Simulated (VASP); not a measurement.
# SiC (P-6m2) in VASP: further runs, part 2 of 3

VASP 6.6.1. The steps go on from the part before.

**4. Single point, PBE**

This run uses another cell than the first one, of 23.19 Å³/atom, 0.984 times its volume.

INCAR reads:

```
SYSTEM = SiC
PREC = Accurate ; ENCUT = 520
EDIFF = 1E-6 ; ISMEAR = 0
SIGMA = 0.02 ; LREAL = .False.
LASPH = .True. ; NELM = 100
ALGO = Normal ; ISIF = 2
LWAVE = .False. ; LCHARG = .False.
GGA = PE ; NBANDS = 11
```

KPOINTS reads:

```
regular mesh
0
Gamma
  12 12 6
  0 0 0
```

POSCAR reads:

```
SiC
1.0
    3.0968076964      0.0000000000      0.0000000000
   -1.5484038482      2.6819141358      0.0000000000
    0.0000000000      0.0000000000      5.5846218461
Si C
1 1
Direct
    0.6666666667      0.3333333333      0.0000000000
    0.3333333333      0.6666666667      0.0000000000
```

Potentials or basis: VASP PAW PBE potentials, release 64 (Si, C).

Run with:

```bash
$ cat potpaw_PBE.64/Si/POTCAR potpaw_PBE.64/C/POTCAR > POTCAR
$ mpirun -np 1 vasp_std > vasp.out
```

OUTCAR:

```text
SYSTEM = SiC
   PREC = Accurate
   ENCUT = 520
   EDIFF = 1E-6
   ISMEAR = 0
   LREAL = .False.
   LASPH = .True.
   NELM = 100
   ISIF = 2
   GGA = PE

 ion  position               nearest neighbor table
   1  0.667  0.333  0.000-   2 1.79   2 1.79   2 1.79
   2  0.333  0.667  0.000-   1 1.79   1 1.79   1 1.79

  LATTYP: Found a hexagonal cell.
 ALAT       =     3.0968076964
 C/A-ratio  =     1.8033479614

  Lattice vectors:

 A1 = (   3.0968076964,   0.0000000000,   0.0000000000)
 A2 = (  -1.5484038482,   2.6819141358,   0.0000000000)
 A3 = (   0.0000000000,   0.0000000000,   5.5846218461)

[... 513 lines left out ...]
      8      10.7856      0.00000
      9      12.5520      0.00000
     10      12.9514      0.00000
     11      13.9341      0.00000

 [... further k-points ...]
[... 5 lines left out ...]
  --------------------------------------------------------------------------------------
  -------------------------------------------------------------------------------------
  Total       -0.0229675     -0.0229675     -0.0153811      0.0000000      0.0000000      0.0000000
  in kB       -0.7933636     -0.7933636     -0.5313070      0.0000000      0.0000000      0.0000000
  external PRESSURE =      -0.7060114 kB  Pullay stress =       0.0000000 kB

 VOLUME and BASIS-vectors are now :
 -----------------------------------------------------------------------------
  energy-cutoff  :      520.00
  volume of cell :       46.38
      direct lattice vectors                 reciprocal lattice vectors
     3.096807696  0.000000000  0.000000000     0.322913173  0.186434007  0.000000000
    -1.548403848  2.681914136  0.000000000     0.000000000  0.372868015  0.000000000
     0.000000000  0.000000000  5.584621846     0.000000000  0.000000000  0.179063154

 POSITION                                       TOTAL-FORCE (eV/Angst)
 -----------------------------------------------------------------------------------
      1.54840      0.89397      0.00000         0.000000     -0.000000      0.000000
     -0.00000      1.78794      0.00000        -0.000000      0.000000      0.000000
 -----------------------------------------------------------------------------------
    total drift:                               -0.000000      0.000000      0.000000

  FREE ENERGIE OF THE ION-ELECTRON SYSTEM (eV)
  ---------------------------------------------------
  free  energy   TOTEN  =       -14.0562638652 eV

  energy  without entropy=      -14.0562638652  energy(sigma->0) =      -14.05626387
```

stdout:

```text
POSCAR found type information on POSCAR SiC
 POSCAR found :  2 types and       2 ions
 scaLAPACK will be used
 LDA part: xc-table for (Slater+PW92), standard interpolation
 POSCAR, INCAR and KPOINTS ok, starting setup
 FFT: planning ... GRIDC
 FFT: planning ... GRID_SOFT
 FFT: planning ... GRID
 WAVECAR not read
 entering main loop
```

Wall time 33 s (1 thread of AMD EPYC 7R43 (Zen 3), shared host); peak memory 0.14 GiB.

Results:

```
Free energy            : -14.0563 eV
Pressure               : -0.1 GPa
Band gap on the k mesh : 2.35 eV, indirect (least direct gap 2.46 eV)
```

A k mesh can miss the band edges. Expect the measured gap to be larger: semilocal functionals such as PBE lack the derivative discontinuity.

**5. Single point, PBE, collinear spin, ferromagnetic start**

This run uses another cell than the first one, of 14.01 Å³/atom, 0.594 times its volume.

INCAR reads:

```
  ALGO = Normal
  EDIFF = 1E-6
  ENCUT = 520
  GGA = PE
  ISIF = 2
  ISMEAR = 0
  ISPIN = 2
  LASPH = True
  LCHARG = False
  LORBIT = 11
  LREAL = False
  LWAVE = False
  MAGMOM = 0 1
  NBANDS = 15
  NELM = 150
  PREC = Accurate
  SIGMA = 0.1
```

KPOINTS reads:

```
k-points
0
Gamma
  12 12 2
```

POSCAR reads:

```
SiC
1.0
    1.5862834500      0.0000000000      0.0000000000
   -0.7931417200      1.3737617600      0.0000000000
    0.0000000000      0.0000000000     12.8535547300
Si C
1 1
Direct
    0.6666666700      0.3333333300      0.0000000000
    0.3333333300      0.6666666700      0.0000000000
```

Potentials or basis: VASP PAW PBE potentials, release 64 (Si, C).

Run with:

```bash
$ cat potpaw_PBE.64/Si/POTCAR potpaw_PBE.64/C/POTCAR > POTCAR
$ mpirun -np 1 vasp_std > vasp.out
```

OUTCAR:

```text
EDIFF = 1E-6
   ENCUT = 520
   GGA = PE
   ISIF = 2
   ISMEAR = 0
   ISPIN = 2
   LASPH = True
   LORBIT = 11
   LREAL = False
   NELM = 150
   PREC = Accurate

 ion  position               nearest neighbor table
   1  0.667  0.333  0.000-   2 0.92   2 0.92   2 0.92   2 1.83   2 1.83   2 1.83   2 2.42   2 2.42

   2  0.333  0.667  0.000-   1 0.92   1 0.92   1 0.92   1 1.83   1 1.83   1 1.83   1 2.42   1 2.42

 -----------------------------------------------------------------------------
|                                                                             |
|           W    W    AA    RRRRR   N    N  II  N    N   GGGG   !!!           |
|           W    W   A  A   R    R  NN   N  II  NN   N  G    G  !!!           |
|           W    W  A    A  R    R  N N  N  II  N N  N  G       !!!           |
|           W WW W  AAAAAA  RRRRR   N  N N  II  N  N N  G  GGG   !            |
|           WW  WW  A    A  R   R   N   NN  II  N   NN  G    G                |
|           W    W  A    A  R    R  N    N  II  N    N   GGGG   !!!           |
|                                                                             |
|     The distance between some ions is very small. Please check the          |
|     nearest-neighbor list in the OUTCAR file.                               |
|     I HOPE YOU KNOW WHAT YOU ARE DOING!                                     |
|                                                                             |
 -----------------------------------------------------------------------------

  LATTYP: Found a hexagonal cell.
 ALAT       =     1.5862834500
 C/A-ratio  =     8.1029369184

  Lattice vectors:

 A1 = (   1.5862834500,   0.0000000000,   0.0000000000)
 A2 = (  -0.7931417200,   1.3737617600,   0.0000000000)
 A3 = (   0.0000000000,   0.0000000000,  12.8535547300)

Analysis of symmetry for initial positions (statically):
=====================================================================
 Subroutine PRICEL returns:
 Original cell was already a primitive cell.

 Routine SETGRP: Setting up the symmetry group for a
 hexagonal supercell.

 Subroutine GETGRP returns: Found 12 space group operations
 (whereof 12 operations were pure point group operations)
 out of a pool of 24 trial point group operations.

The static configuration has the point symmetry D_3h.

Analysis of symmetry for dynamics (positions and initial velocities):
=====================================================================
 Subroutine PRICEL returns:
 Original cell was already a primitive cell.

 Routine SETGRP: Setting up the symmetry group for a
 hexagonal supercell.

 Subroutine GETGRP returns: Found 12 space group operations
 (whereof 12 operations were pure point group operations)
 out of a pool of 24 trial point group operations.

The dynamic configuration has the point symmetry D_3h.

Analysis of structural, dynamic, and magnetic symmetry:
=====================================================================
 Subroutine PRICEL returns:
 Original cell was already a primitive cell.

 Routine SETGRP: Setting up the symmetry group for a
 hexagonal supercell.

 Subroutine GETGRP returns: Found 12 space group operations
 (whereof 12 operations were pure point group operations)
 out of a pool of 24 trial point group operations.

The overall configuration has the point symmetry D_3h.

 Subroutine INISYM returns: Found 12 space group operations
 (whereof 12 operations are pure point group operations),
 and found     1 'primitive' translations

----------------------------------------------------------------------------------------

                                     Primitive cell

  volume of cell :      28.0102

  direct lattice vectors                    reciprocal lattice vectors
     1.586283450  0.000000000  0.000000000     0.630404358  0.363964125  0.000000000
    -0.793141720  1.373761760  0.000000000     0.000000000  0.727928254  0.000000000
     0.000000000  0.000000000 12.853554730     0.000000000  0.000000000  0.077799490

[... 111 lines left out ...]
   IVDW    =     0    specifies the selected vdW correction
   LEPSILON=     F    determine dielectric tensor
   LRPA    =     F    only Hartree local field effects (RPA)
 spin polarized calculation
 Gauss-broadening in eV      SIGMA  =   0.10
  energy-cutoff  :      520.00
  volume of cell :       28.01
 maximum number of plane-waves:       783
 NGX is ok and might be reduce to    12
   NGX =  5   NGY =  5   NGZ = 47

 number of electron       8.0000005 magnetization       0.0556054

 Free energy of the ion-electron system (eV)
  ---------------------------------------------------
  ext. energy  EPLUGINS =         0.00000000
  ---------------------------------------------------
  free energy    TOTEN  =       124.51892697 eV

  energy without entropy =      124.52362136  energy(sigma->0) =      124.52127416

 E-fermi :   4.6504     XC(G=0):  -5.3747

 val. band max:        4.5892253324   @ k =   0.4167   0.0833   0.5000
 cond. band min:       4.6967024259   @ k =   0.0833  -0.0000   0.5000
 fundamental gap:      0.1074770935
 Fermi energy:         4.6503883084

 spin component 1

 k-point     1 :       0.0000    0.0000    0.0000
  band No.  band energies     occupation
      1     -19.6115      1.00000
      2     -16.8024      1.00000
      3      -0.6268      1.00000
      4      -0.6268      1.00000
      5       1.1111      1.00000
      6       4.2164      1.00000
      7       6.4916      0.00000
      8       8.4680      0.00000
      9       8.8230      0.00000
     10      13.3829      0.00000
     11      13.8692      0.00000
     12      20.4242      0.00000
     13      20.9304      0.00000
     14      29.2372      0.00000
[... 403 lines left out ...]
      4       3.7359      1.00000
      5      10.2246      0.00000
      6      10.5453      0.00000
      7      14.8584      0.00000
      8      15.8462      0.00000
      9      16.6851      0.00000
     10      19.7204      0.00000
     11      20.3428      0.00000
     12      25.3735      0.00000
     13      25.9318      0.00000
     14      30.9537      0.00000
     15      33.1321      0.00000

 [... further k-points ...]

 spin component 2

 k-point     1 :       0.0000    0.0000    0.0000
  band No.  band energies     occupation
      1     -19.5713      1.00000
      2     -16.7748      1.00000
      3      -0.4785      1.00000
      4      -0.4785      1.00000
      5       1.1239      1.00000
      6       4.2147      1.00000
      7       6.4928      0.00000
      8       8.4680      0.00000
      9       8.8265      0.00000
     10      13.3846      0.00000
     11      13.8719      0.00000
     12      20.4263      0.00000
     13      20.9334      0.00000
     14      29.2425      0.00000
[... 403 lines left out ...]
      4       3.8810      1.00000
      5      10.2359      0.00000
      6      10.5686      0.00000
      7      14.8605      0.00000
      8      15.8488      0.00000
      9      16.6890      0.00000
     10      19.7227      0.00000
     11      20.3459      0.00000
     12      25.3753      0.00000
     13      25.9340      0.00000
     14      30.9688      0.00000
     15      33.1369      0.00000

 [... further k-points ...]
[... 5 lines left out ...]
  --------------------------------------------------------------------------------------
  -------------------------------------------------------------------------------------
  Total      276.5860148    276.5860127     -0.1376128      0.0000010      0.0000000      0.0000000
  in kB    15820.6867548  15820.6866326     -7.8714354      0.0000576      0.0000000      0.0000000
  external PRESSURE =   10544.5006507 kB  Pullay stress =       0.0000000 kB

 VOLUME and BASIS-vectors are now :
 -----------------------------------------------------------------------------
  energy-cutoff  :      520.00
  volume of cell :       28.01
      direct lattice vectors                 reciprocal lattice vectors
     1.586283450  0.000000000  0.000000000     0.630404358  0.363964125  0.000000000
    -0.793141720  1.373761760  0.000000000     0.000000000  0.727928254  0.000000000
     0.000000000  0.000000000 12.853554730     0.000000000  0.000000000  0.077799490

 POSITION                                       TOTAL-FORCE (eV/Angst)
 -----------------------------------------------------------------------------------
      0.79314      0.45792      0.00000        -0.000000     -0.000000      0.000000
     -0.00000      0.91584      0.00000         0.000000      0.000000      0.000000
 -----------------------------------------------------------------------------------
    total drift:                                0.000009     -0.000006      0.000000

  FREE ENERGIE OF THE ION-ELECTRON SYSTEM (eV)
  ---------------------------------------------------
  free  energy   TOTEN  =       124.5189269693 eV

  energy  without entropy=      124.5236213582  energy(sigma->0) =      124.52127416

 total charge

# of ion       s       p       d       tot
------------------------------------------
    1        1.624   3.369   0.000   4.993
    2        1.685   4.612   0.000   6.296
--------------------------------------------------
tot          3.309   7.981   0.000  11.289

 magnetization (x)

# of ion       s       p       d       tot
------------------------------------------
    1        0.003   0.032   0.000   0.035
    2        0.004   0.058   0.000   0.062
--------------------------------------------------
tot          0.007   0.090   0.000   0.097
```

OSZICAR:

```text
N       E                     dE             d eps       ncg     rms          rms(c)
DAV:   1     0.111897643538E+03    0.11190E+03   -0.55833E+03  3100   0.436E+02
DAV:   2     0.709653100453E+02   -0.40932E+02   -0.40113E+02  3187   0.144E+02
[... 28 lines left out ...]
DAV:  31     0.124518959059E+03    0.83854E-05   -0.14327E-06  2462   0.350E-03    0.492E-02
DAV:  32     0.124518961984E+03    0.29254E-05   -0.12774E-06  2486   0.341E-03    0.647E-02
DAV:  33     0.124518956292E+03   -0.56924E-05   -0.13163E-06  2400   0.384E-03    0.626E-02
DAV:  34     0.124518930921E+03   -0.25371E-04   -0.24535E-05  2449   0.105E-02    0.180E-02
DAV:  35     0.124518926452E+03   -0.44689E-05   -0.44781E-06  2578   0.750E-03    0.464E-02
DAV:  36     0.124518926969E+03    0.51726E-06   -0.30974E-06  2301   0.567E-03
   1 F= 0.12451893E+03 E0= 0.12452127E+03  d E =-.469439E-02  mag=     0.0561
```

stdout:

```text
POSCAR found type information on POSCAR SiC
 POSCAR found :  2 types and       2 ions
 scaLAPACK will be used
 LDA part: xc-table for (Slater+PW92), standard interpolation
 -----------------------------------------------------------------------------
|                                                                             |
|           W    W    AA    RRRRR   N    N  II  N    N   GGGG   !!!           |
|           W    W   A  A   R    R  NN   N  II  NN   N  G    G  !!!           |
|           W    W  A    A  R    R  N N  N  II  N N  N  G       !!!           |
|           W WW W  AAAAAA  RRRRR   N  N N  II  N  N N  G  GGG   !            |
|           WW  WW  A    A  R   R   N   NN  II  N   NN  G    G                |
|           W    W  A    A  R    R  N    N  II  N    N   GGGG   !!!           |
|                                                                             |
|     The distance between some ions is very small. Please check the          |
|     nearest-neighbor list in the OUTCAR file.                               |
|     I HOPE YOU KNOW WHAT YOU ARE DOING!                                     |
|                                                                             |
 -----------------------------------------------------------------------------

 POSCAR, INCAR and KPOINTS ok, starting setup
 FFT: planning ... GRIDC
 FFT: planning ... GRID_SOFT
 FFT: planning ... GRID
 WAVECAR not read
 entering main loop
```

Wall time 60 s (1 thread of AMD EPYC 7R43 (Zen 3), shared host); peak memory 0.12 GiB.

The run converged, but its numbers aren't listed here, since they failed a check.

Caveat: the k points lie up to 0.38 Å⁻¹ apart.

[end of part 2 of 3]
